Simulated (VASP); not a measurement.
Write the native input for VASP 6.6.1 that does the following.

| Quantity | Value |
| --- | --- |
| Task | single point |
| Functional | BLYP |
| Potentials or basis | VASP PAW PBE potentials, release 64 (Co) |
| Cutoff | 520 eV |
| k mesh | 12 × 12 × 12 |
| Occupations | fermi-dirac, width 0.05 eV |
| Spin | collinear spin, ferromagnetic start |
| Starting moments | [-1.736, -1.736] μB |
| Dipole correction | no |
| Further INCAR settings | ALGO = Normal; EDIFF = 1e-07; NBANDS = 20 |

The structure of Co lies in POSCAR:

```
Co
1.0
    0.0000000000      2.5781796426      2.5781796426
    2.5781796426      0.0000000000      2.5781796426
    2.5781796426      2.5781796426      0.0000000000
Co
2
Direct
    0.1250000000      0.1250000000      0.1250000000
    0.8750000000      0.8750000000      0.8750000000
```

This isn't the form of Co at room conditions, which is hcp.

These files were run (other wordings do the same):

INCAR

```
SYSTEM = Co
PREC = Accurate ; ENCUT = 520
EDIFF = 1E-7 ; ISMEAR = -1
SIGMA = 0.05 ; LREAL = .False.
LASPH = .True. ; NELM = 150
ALGO = Normal ; ISIF = 2
LWAVE = .False. ; LCHARG = .True.
ISPIN = 2 ; MAGMOM = -1.736 -1.736
LORBIT = 11 ; LMAXMIX = 4
GGA = B5 ; ALDAX = 1.0
AGGAX = 1.0 ; AGGAC = 1.0
ALDAC = 0.0 ; LELF = .True.
LVHAR = .True. ; NBANDS = 20
```

KPOINTS

```
Automatic mesh
0
Gamma
  12 12 12
  0 0 0
```

Potentials or basis: VASP PAW PBE potentials, release 64 (Co).

Run with:

```console
$ cat potpaw_PBE.64/Co/POTCAR > POTCAR
$ mpirun -np 1 vasp_std > vasp.out
```

Results of the run:

- Pressure: -0.2 GPa
- Net moment: -3.42 μB per cell
- Site moments: Co -1.71 μB
- Valence electrons inside the program's atomic spheres: Co 8.16

Caveat: the PAW data sets were made with another functional, which shifts forces and pressure a little.

Wall time 2.4 min on 1 thread of Intel(R) Xeon(R) 6975P-C (Granite Rapids), with other jobs on the host, peak memory 0.21 GiB.
